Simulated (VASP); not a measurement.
Runs of VASP 6.6.1 on GeW (zincblende type). The structure is that of space group F-43m (No. 216), or close to it. The cells are those of the table. 

| task | cell | cutoff (eV) | gap on the mesh (eV) | pressure (GPa) |
| --- | --- | --- | --- | --- |
| single point | a = 3.166 Å, angles 60.0°, 2 atoms | 520 | none | (a) |
| relaxation of cell and atoms | relaxed to 340 GPa from a = 3.069 Å, angles 60.0°, 2 atoms | 600 | none | 340.0 |
| single point | a = 3.165 Å, angles 60.0°, 2 atoms | 520 | none | 358.9 |
| relaxation of cell and atoms | relaxed to 340 GPa from a = 3.166 Å, angles 60.0°, 2 atoms | 600 | none | 340.1 |

Alike in all rows: level PBE; potentials or basis VASP PAW PBE potentials, release 64 (W_sv, Ge_d); no spin polarisation; k mesh 13 × 13 × 13; smearing fermi-dirac 0.05 eV.

Estimate the missing entries.

(a) 357.6.

Caveats: spin-orbit coupling is left out, which moves the levels of the heavy elements; the cell stands under pressure (at least some runs); the cell is relaxed towards a set pressure, so the run minimises the enthalpy, not the energy (at least some runs).

A k mesh can miss the band edges, and the runs leave out spin-orbit coupling on Ge, W.

A gap of «none» marks levels without a gap at the run's occupations.
